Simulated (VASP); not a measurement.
Wanted: the native input for a VASP 6.6.1 run.

```
Task                   : single point
Functional             : r2SCAN
Potentials or basis    : VASP PAW PBE potentials, release 64 (Hf_pv, N)
Cutoff                 : 660 eV
k mesh                 : 10 × 10 × 10
Occupations            : methfessel-paxton, width 0.15 eV
Spin                   : no spin polarisation
Dipole correction      : no
Further INCAR settings : ALGO = Normal; EDIFF = 1e-06; NBANDS = 14
```

The system is HfN.

```
Hf N
1.0
     3.19047    0.00000    0.00000
     1.59523    2.76302    0.00000
     1.59523    0.92101    2.60500
Hf N
1 1
Cartesian
  0.0000 0.0000 0.0000
  3.1905 1.8420 1.3025
```

The input as run:

POSCAR

```
HfN
1.0
    3.1904660000      0.0000000000      0.0000000000
    1.5952330000      2.7630246059      0.0000000000
    1.5952330000      0.9210082020      2.6050045806
Hf N
1 1
Direct
    0.0000000000      0.0000000000      0.0000000000
    0.5000000000      0.5000000000      0.5000000000
```

INCAR.step1

```
SYSTEM = HfN
PREC     = Accurate       ! precision mode
ENCUT    = 660            ! plane-wave cutoff, eV
ISMEAR   = 1              ! smearing method
SIGMA    = 0.15           ! smearing width, eV
LREAL    = .False.        ! projectors in reciprocal space
LASPH    = .True.         ! aspherical terms in the spheres
NELM     = 120            ! most SCF steps
NBANDS   = 14             ! bands
GGA      = PE             ! functional
ALGO     = Normal         ! electronic algorithm
EDIFF    = 1E-5           ! SCF threshold, eV
LWAVE    = .True.         ! write WAVECAR
LCHARG   = .False.        ! write CHGCAR
GGA_COMPAT= .False.
```

INCAR.step2

```
SYSTEM = HfN
PREC     = Accurate       ! precision mode
ENCUT    = 660            ! plane-wave cutoff, eV
EDIFF    = 1E-6           ! SCF threshold, eV
ISMEAR   = 1              ! smearing method
SIGMA    = 0.15           ! smearing width, eV
LREAL    = .False.        ! projectors in reciprocal space
LASPH    = .True.         ! aspherical terms in the spheres
NELM     = 120            ! most SCF steps
ALGO     = Normal         ! electronic algorithm
ISIF     = 2              ! what is computed and relaxed
LWAVE    = .False.        ! write WAVECAR
LCHARG   = .False.        ! write CHGCAR
METAGGA  = R2SCAN         ! meta-GGA
LMIXTAU  = .True.       
NBANDS   = 14             ! bands
ISTART   = 1            
GGA_COMPAT= .False.
```

KPOINTS

```
Automatic mesh
0
Gamma
  10 10 10
  0 0 0
```

Potentials or basis: VASP PAW PBE potentials, release 64 (Hf_pv, N).

Launch:

```console
$ cat potpaw_PBE.64/Hf_pv/POTCAR potpaw_PBE.64/N/POTCAR > POTCAR
$ cp INCAR.step1 INCAR
$ mpirun -np 1 vasp_std > vasp.out
$ cp INCAR.step2 INCAR
$ mpirun -np 1 vasp_std > vasp.out
```

Results of the run:

```yaml
Pressure: -0.1 GPa
```

Caveat: the PAW data sets were made with another functional, which shifts forces and pressure a little.

Wall time 47 s on 1 thread of Intel(R) Xeon(R) 6975P-C (Granite Rapids), on a shared host, peak memory 0.18 GiB.
